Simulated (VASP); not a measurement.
A run of VASP 6.6.1 is set up as follows.

POSCAR

```
LiCl
1.0
    0.0000000000      2.6327181046      2.6327181046
    2.6327181046      0.0000000000      2.6327181046
    2.6327181046      2.6327181046      0.0000000000
Li Cl
1 1
Direct
    0.0000000000      0.0000000000      0.0000000000
    0.5000000000      0.5000000000      0.5000000000
```

File INCAR.step1:

```
PREC = Accurate ; ENCUT = 520
EDIFF = 1E-5 ; ISMEAR = 0
SIGMA = 0.01 ; LREAL = False
LASPH = True ; NELM = 60
ALGO = Normal ; ISIF = 2
LWAVE = True ; LCHARG = False
NBANDS = 12 ; GGA = PE
```

The input INCAR.step2:

```
PREC = Accurate ; ENCUT = 520
EDIFF = 1E-6 ; ISMEAR = 0
SIGMA = 0.01 ; LREAL = False
LASPH = True ; NELM = 60
ALGO = Normal ; ISIF = 2
LWAVE = False ; LCHARG = False
GGA = PE ; LHFCALC = True
HFSCREEN = 0.2079 ; PRECFOCK = Normal
NBANDS = 12 ; ISTART = 1
```

The input KPOINTS:

```
Automatic mesh
0
Gamma
  6 6 6
```

Potentials or basis: VASP PAW PBE potentials, release 64 (Li_sv, Cl).

The run is started by

```sh
$ cat potpaw_PBE.64/Li_sv/POTCAR potpaw_PBE.64/Cl/POTCAR > POTCAR
$ cp INCAR.step1 INCAR
$ mpirun -np 1 vasp_std > vasp.out
$ cp INCAR.step2 INCAR
$ mpirun -np 1 vasp_std > vasp.out
```

**Question.** Estimate the band gap on the k mesh.

**Answer.** 7.28 eV.

Caveat: the cell differs from its parent crystal (strain +3.0%).
